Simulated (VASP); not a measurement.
Crystal: CdGeAs2.

```
Cd Ge As
1.0
    -2.98887    2.98887    5.66430
     2.98887   -2.98887    5.66430
     2.98887    2.98887   -5.66430
Cd Ge As
2 2 4
Direct
  0.25000 0.75000 0.50000
  0.50000 0.50000 0.00000
  0.00000 0.00000 0.00000
  0.75000 0.25000 0.50000
  0.87500 0.34622 0.97122
  0.65378 0.62500 0.52878
  0.37500 0.90378 0.02878
  0.09622 0.12500 0.47122
```

* Program: VASP 6.6.1
* Task: relaxation of cell and atoms
* Functional: PBE
* Potentials or basis: VASP PAW PBE potentials, release 64 (Cd, Ge_d, As)
* Cutoff: 600 eV
* k mesh: 6 × 6 × 6
* Occupations: fermi-dirac, width 0.02 eV
* Spin: no spin polarisation

At the start: pressure 2.4 GPa; volume 25.30 Å³/atom.

How do energy, volume and symmetry change on relaxing?

Over 7 steps the energy falls by 7.8 meV/atom and the volume is 26.35 Å³/atom (+4.2 %); space group I-42d (No. 122, to 0.05 Å).

Step by step:
```tsv
step	energy change (eV)	largest force (eV/Å)	pressure (GPa)	volume (Å³)
1	0.0000	0.1342	2.38	202.41
2	-0.0559	0.0249	-0.67	213.60
3	-0.0616	0.0494	-0.02	210.86
4	-0.0616	0.0508	0.03	210.69
5	-0.0620	0.0322	0.03	210.64
6	-0.0623	0.0005	0.04	210.56
7	-0.0623	0.0015	-0.02	210.83
```

Final structure:
```
Cd Ge As
1.0
    -3.02877    3.02877    5.74572
     3.02877   -3.02877    5.74572
     3.02877    3.02877   -5.74572
Cd Ge As
2 2 4
Cartesian
  3.0288 0.0000 2.8729
  0.0000 0.0000 5.7457
  0.0000 6.0575 0.0000
  0.0000 3.0288 2.8729
  1.3512 4.5432 1.4364
  1.5144 1.6775 4.3093
  1.6775 -1.5144 7.1821
  1.5144 1.3512 -1.4364
```
